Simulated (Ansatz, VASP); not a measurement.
# One calculation of Si3Ge, two programs

```
Si Ge
1.0
     2.46583    1.42365    4.34420
    -2.46583    1.42365    4.34420
     0.00000   -2.84729    4.34420
Si Ge
3 1
Direct
  0.00000 0.00000 0.50000
  0.50000 0.00000 0.00000
  0.00000 0.50000 0.00000
  0.00000 0.00000 0.00000
```

Alike in both runs: functional PBE; k mesh 6 × 6 × 6; occupations gaussian, width 0.1 eV; no spin polarisation.

Ansatz relaxed the structure, and its values are those at the end. VASP's run is a single point on that final structure, the one shown.

|  | VASP | Ansatz |
| --- | --- | --- |
| version | VASP 6.6.1 | Ansatz 0.2.0 |
| potentials or method | VASP PAW PBE potentials, release 64 (Si, Ge_d), cutoff 520 eV | scalar-relativistic, plane waves, PAW |
| valence electrons in the cell | 26 | 26 |

|  | VASP | Ansatz | Ansatz less VASP |
| --- | --- | --- | --- |
| gap on the k mesh at the Fermi level (eV) | none | none | - |
| pressure (GPa) | -0.1 | -0.1 | +0.02 |

A gap of «none» marks a metal or a gap that the smearing closes.
